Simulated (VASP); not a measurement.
Set up this calculation in VASP 6.6.1, as the native input.

```
Task                   : single point
Functional             : PBEsol
Potentials or basis    : VASP PAW PBE potentials, release 64 (Hf_pv)
Cutoff                 : 520 eV
k mesh                 : 16 × 16 × 8
Occupations            : gaussian, width 0.05 eV
Spin                   : no spin polarisation
Dipole correction      : no
Further INCAR settings : ALGO = Normal; EDIFF = 1e-07; NBANDS = 17
```

The structure of Hf lies in POSCAR:

```
Hf
1.0
    3.1607638635      0.0000000000      0.0000000000
   -1.5803819317      2.7373018011      0.0000000000
    0.0000000000      0.0000000000      4.9955569705
Hf
2
Direct
    0.3333333333      0.6666666667      0.7500000000
    0.6666666667      0.3333333333      0.2500000000
```

One way to write it, as run:

INCAR

```
SYSTEM = Hf
  PREC = Accurate
  ENCUT = 520
  EDIFF = 1E-7
  ISMEAR = 0
  SIGMA = 0.05
  LREAL = .False.
  LASPH = .True.
  NELM = 80
  ALGO = Normal
  ISIF = 2
  LWAVE = .False.
  LCHARG = .False.
  GGA = PS
  NBANDS = 17
```

KPOINTS

```
Automatic mesh
0
Gamma
  16 16 8
  0 0 0
```

Potentials or basis: VASP PAW PBE potentials, release 64 (Hf_pv).

The run is started by

```console
$ cat potpaw_PBE.64/Hf_pv/POTCAR > POTCAR
$ mpirun -np 1 vasp_std > vasp.out
```

It gave:

| Quantity | Value |
| --- | --- |
| Pressure | -0.4 GPa |
| Band gap on the k mesh | zero (band 10 reaches 6.17 eV, above the bottom of band 11 at 4.68 eV) |

Caveat: the PAW data sets were made with another functional, which shifts forces and pressure a little; spin-orbit coupling is left out, which moves the levels of the heavy elements.

It took 2.8 min on 1 thread of AMD EPYC 7R13 Processor (Zen 3) (shared host), peak memory 0.19 GiB.
